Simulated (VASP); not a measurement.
# SrTiO3 (Pmm2) in VASP: further runs

The runs below take SrTiO3 through single point, with PBE.

All numbers are computed with VASP 6.6.1; they aren't measurements. Logs are shortened: lines on timing, memory, paths and dates and some standing lists are left out, and cuts for length are marked.

## Step 1: The cell of the first run

Symmetry: Pmm2, No. 25, orthorhombic system. The conventional cell has a = 3.891 Å, b = 4.028 Å, c = 3.891 Å, α = 90.00°, β = 90.00°, γ = 90.00°. Within 3.6 Å of Sr (site symmetry mm2) lie 12 O at 2.71 to 2.84 Å and 8 Ti at 3.39 to 3.43 Å. Within 2.5 Å of Ti (site symmetry mm2) lie 6 O at 1.85 to 2.04 Å. O (site symmetry mm2) has 2 Ti at 1.85 to 2.04 Å within 2.5 Å. Within 2.6 Å of O (site symmetry mm2) lie 2 Ti at 1.95 Å. O (site symmetry mm2) has 2 Ti at 2.02 Å within 2.7 Å.

## Step 2: Single point, PBE (mode 1 frozen in at -0.058 Å, strain +e along z and -e/2 along x and y +0.0233)

INCAR

```
SYSTEM = SrTiO3
PREC = Accurate ; ENCUT = 520
EDIFF = 1E-7 ; ISMEAR = 0
SIGMA = 0.05 ; LREAL = .FALSE.
LASPH = .TRUE. ; NELM = 80
ALGO = Normal ; ISIF = 2
LWAVE = .FALSE. ; LCHARG = .FALSE.
GGA = PE ; NBANDS = 28
```

KPOINTS

```
Automatic mesh
0
G
  8 8 8
  0 0 0
```

POSCAR

```
SrTiO3
1.0
    3.8905502681      0.0000000000      0.0000000000
    0.0000000000      3.8905502681      0.0000000000
    0.0000000000      0.0000000000      4.0281277780
Sr Ti O
1 1 3
Direct
    0.0020505763      0.0000000000      0.0000000000
    0.5096807686      0.5000000000      0.5000000000
   -0.0146326242      0.5000000000      0.5000000000
    0.4872194045      0.0000000000      0.5000000000
    0.4872194045      0.5000000000      0.0000000000
```

Potentials or basis: VASP PAW PBE potentials, release 64 (Sr_sv, Ti_sv, O).

The run is started by

```sh
$ cat potpaw_PBE.64/Sr_sv/POTCAR potpaw_PBE.64/Ti_sv/POTCAR potpaw_PBE.64/O/POTCAR > POTCAR
$ mpirun -np 1 vasp_std > vasp.out
```

OUTCAR:

```text
SYSTEM = SrTiO3
   PREC = Accurate
   ENCUT = 520
   EDIFF = 1E-7
   ISMEAR = 0
   LREAL = .FALSE.
   LASPH = .TRUE.
   NELM = 80
   ISIF = 2
   GGA = PE

 ion  position               nearest neighbor table
   1  0.002  0.000  0.000-   5 2.71   5 2.71   4 2.76   4 2.76   5 2.79   5 2.79   3 2.80   3 2.80
                             3 2.80   3 2.80   4 2.84   4 2.84   2 3.39   2 3.39   2 3.39   2 3.39
   2  0.510  0.500  0.500-   3 1.85   4 1.95   4 1.95   5 2.02   5 2.02   3 2.04   1 3.39   1 3.39
                             1 3.39   1 3.39   1 3.43   1 3.43   1 3.43   1 3.43
   3  0.985  0.500  0.500-   2 1.85   2 2.04   1 2.80   1 2.80   1 2.80   1 2.80
   4  0.487  0.000  0.500-   2 1.95   2 1.95   1 2.76   1 2.76   1 2.84   1 2.84
   5  0.487  0.500  0.000-   2 2.02   2 2.02   1 2.71   1 2.71   1 2.79   1 2.79

  LATTYP: Found a simple tetragonal cell.
 ALAT       =     3.8905502681
 C/A-ratio  =     1.0353619669

  Lattice vectors:

 A1 = (   3.8905502681,   0.0000000000,   0.0000000000)
 A2 = (   0.0000000000,   3.8905502681,   0.0000000000)
 A3 = (   0.0000000000,   0.0000000000,   4.0281277780)

Analysis of symmetry for initial positions (statically):
=====================================================================
 Subroutine PRICEL returns:
 Original cell was already a primitive cell.

 Routine SETGRP: Setting up the symmetry group for a
 simple tetragonal supercell.

 Subroutine GETGRP returns: Found  4 space group operations
 (whereof  4 operations were pure point group operations)
 out of a pool of 16 trial point group operations.

The static configuration has the point symmetry C_2v.

Analysis of symmetry for dynamics (positions and initial velocities):
=====================================================================
 Subroutine PRICEL returns:
 Original cell was already a primitive cell.

 Routine SETGRP: Setting up the symmetry group for a
 simple tetragonal supercell.

 Subroutine GETGRP returns: Found  4 space group operations
 (whereof  4 operations were pure point group operations)
 out of a pool of 16 trial point group operations.

The dynamic configuration has the point symmetry C_2v.

 Subroutine INISYM returns: Found  4 space group operations
 (whereof  4 operations are pure point group operations),
 and found     1 'primitive' translations

----------------------------------------------------------------------------------------

                                     Primitive cell

  volume of cell :      60.9713
[... 92 lines left out ...]
   LASPH  =      T    aspherical Exc in radial PAW
   ENCUT  =  520.0 eV  38.22 Ry    6.18 a.u.   7.23  7.23  7.49*2*pi/ulx,y,z
   NELM   =     80;   NELMIN=  2; NELMDL= -5     # of ELM steps
   EDIFF  = 0.1E-06   stopping-criterion for ELM
   LREAL  =      F    real-space projection
   EDIFFG = 0.1E-05   stopping-criterion for IOM
   NSW    =      0    number of steps for IOM
   IBRION =     -1    ionic relax: 0-MD 1-quasi-New 2-CG
   NFREE  =      0    steps in history (QN), initial steepest desc. (CG)
   ISIF   =      2    stress and relaxation
   ISYM   =      2    0-nonsym 1-usesym 2-fastsym
   POTIM  = 0.5000    time-step for ionic-motion
   TEBEG  =    0.0;   TEEND  =   0.0 temperature during run
   PSTRESS=    0.0 pullay stress
   NELECT =      40.0000    total number of electrons
   NUPDOWN=      -1.0000    fix difference up-down
   EMIN   =  10.00;   EMAX   =-10.00  energy-range for DOS
   EFERMI =   0.00;   METHOD = LEGACY
   ISMEAR =     0;   SIGMA  =   0.05  broadening in eV -4-tet -1-fermi 0-gaus
   EFERMI_NEDOS =   21; number of points for ismear=-14 and -15
   IALGO  =     38    algorithm
   IMIX   =      4    mixing-type and parameters
     AMIX     =   0.40;   BMIX     =  1.00
     AMIX_MAG =   1.60;   BMIX_MAG =  1.00
  volume/ion in A,a.u.               =      12.19        82.29
  Fermi-wavevector in a.u.,A,eV,Ry     =   1.422503  2.688140 27.531574  2.023514
  Thomas-Fermi vector in A             =   2.543199
   LORBIT       =      0    0 simple, 1 ext, 2 COOP (PROOUT), +10 PAW based schemes
   GGA     = PE    functional components
   LHFCALC =     F    Hartree Fock is set to
   AEXX    =    0.0000 exact exchange contribution
   IVDW    =     0    specifies the selected vdW correction
   LEPSILON=     F    determine dielectric tensor
   LRPA    =     F    only Hartree local field effects (RPA)
 non-spin polarized calculation
 Gauss-broadening in eV      SIGMA  =   0.05
  energy-cutoff  :      520.00
  volume of cell :       60.97
 maximum number of plane-waves:      1668
 NGX is ok and might be reduce to    30
   NGX = 15   NGY = 15   NGZ = 15

 number of electron      40.0000000 magnetization

 Free energy of the ion-electron system (eV)
  ---------------------------------------------------
  ext. energy  EPLUGINS =         0.00000000
  ---------------------------------------------------
  free energy    TOTEN  =       -40.06542636 eV

  energy without entropy =      -40.06542636  energy(sigma->0) =      -40.06542636

 E-fermi :   4.3225     XC(G=0): -11.1422

 val. band max:        3.9886332066   @ k =   0.5000   0.5000   0.5000
 cond. band min:       5.8146175964   @ k =   0.0000   0.0000   0.0000
 fundamental gap:      1.8259843899
 Fermi energy:         4.3225204433

 k-point     1 :       0.0000    0.0000    0.0000
  band No.  band energies     occupation
      1     -52.5222      2.00000
      2     -28.8936      2.00000
      3     -28.7921      2.00000
      4     -28.7610      2.00000
      5     -28.7430      2.00000
      6     -13.3949      2.00000
[... 733 lines left out ...]
     27      12.1852      0.00000
     28      13.0278      0.00000

 [... further k-points ...]
[... 5 lines left out ...]
  --------------------------------------------------------------------------------------
  -------------------------------------------------------------------------------------
  Total        1.9696821      1.3224916     -1.3977638      0.0000000      0.0000000      0.0000000
  in kB       51.7584699     34.7518733    -36.7298442      0.0000000      0.0000000      0.0000000
  external PRESSURE =      16.5934997 kB  Pullay stress =       0.0000000 kB

 VOLUME and BASIS-vectors are now :
 -----------------------------------------------------------------------------
  energy-cutoff  :      520.00
  volume of cell :       60.97
      direct lattice vectors                 reciprocal lattice vectors
     3.890550268  0.000000000  0.000000000     0.257033050  0.000000000  0.000000000
     0.000000000  3.890550268  0.000000000     0.000000000  0.257033050  0.000000000
     0.000000000  0.000000000  4.028127778     0.000000000  0.000000000  0.248254290

 POSITION                                       TOTAL-FORCE (eV/Angst)
 -----------------------------------------------------------------------------------
      0.00798      0.00000      0.00000         0.039183      0.000000      0.000000
      1.98294      1.94528      2.01406        -0.222344      0.000000      0.000000
      3.83362      1.94528      2.01406         0.251385      0.000000      0.000000
      1.89555      0.00000      2.01406        -0.080713      0.000000      0.000000
      1.89555      1.94528      0.00000         0.012490      0.000000      0.000000
 -----------------------------------------------------------------------------------
    total drift:                               -0.000073      0.000000      0.000002

  FREE ENERGIE OF THE ION-ELECTRON SYSTEM (eV)
  ---------------------------------------------------
  free  energy   TOTEN  =       -40.0654263593 eV

  energy  without entropy=      -40.0654263593  energy(sigma->0) =      -40.06542636
```

stdout:

```text
POSCAR found type information on POSCAR SrTiO
 POSCAR found :  3 types and       5 ions
 scaLAPACK will be used
 LDA part: xc-table for (Slater+PW92), standard interpolation
 POSCAR, INCAR and KPOINTS ok, starting setup
 FFT: planning ... GRIDC
 FFT: planning ... GRID_SOFT
 FFT: planning ... GRID
 WAVECAR not read
 entering main loop
```

It took 3.3 min on 1 thread of Intel Xeon Platinum 8488C (Sapphire Rapids), shared host; peak memory 0.32 GiB.

Results:

| Quantity | Value |
| --- | --- |
| Free energy | -40.0654 eV |
| Pressure | 1.7 GPa |
| Largest force | 0.251 eV/Å |
| Band gap on the k mesh | 1.83 eV, indirect (least direct gap 2.29 eV) |

Forces on the atoms (eV/Å):
```
Sr   0.039  0.000  0.000
Ti  -0.222  0.000  0.000
O    0.251  0.000  0.000
O   -0.081  0.000  0.000
O    0.012  0.000  0.000
```

Levels at points of the mesh, in eV from the valence-band top:
| k point | band 16 | band 17 | band 18 | band 19 | band 20 | band 21 | band 22 | band 23 | band 24 | band 25 |
| --- | --- | --- | --- | --- | --- | --- | --- | --- | --- | --- |
| (0.00, 0.00, 0.00) | -1.19 | -1.10 | -0.47 | -0.47 | -0.46 | 1.83 | 1.99 | 2.06 | 4.06 | 4.42 |
| (0.50, 0.00, 0.00) | -2.44 | -2.39 | -1.94 | -0.75 | -0.72 | 2.00 | 3.84 | 3.86 | 4.12 | 6.45 |
| (0.00, 0.50, 0.00) | -2.43 | -2.26 | -1.95 | -0.89 | -0.84 | 2.14 | 3.77 | 3.81 | 4.17 | 6.34 |
| (0.50, 0.50, 0.00) | -2.91 | -1.74 | -1.42 | -1.42 | -0.07 | 3.79 | 3.85 | 4.27 | 4.90 | 7.84 |
| (0.00, 0.00, 0.50) | -2.07 | -2.05 | -1.90 | -0.88 | -0.79 | 2.18 | 3.47 | 3.51 | 4.42 | 6.13 |
| (0.50, 0.00, 0.50) | -2.58 | -1.71 | -1.61 | -1.61 | -0.19 | 3.49 | 3.87 | 4.10 | 5.24 | 7.64 |
| (0.00, 0.50, 0.50) | -2.62 | -1.74 | -1.68 | -1.68 | -0.14 | 3.51 | 3.82 | 4.09 | 5.20 | 7.66 |
| (0.50, 0.50, 0.50) | -3.63 | -3.57 | -0.08 | -0.03 | 0.00 | 4.28 | 4.31 | 4.47 | 6.69 | 6.78 |

Caveat: the cell differs from its parent crystal (mode 1 frozen in at -0.058 Å, strain +e along z and -e/2 along x and y +0.0233).

[end of part 1 of 2]
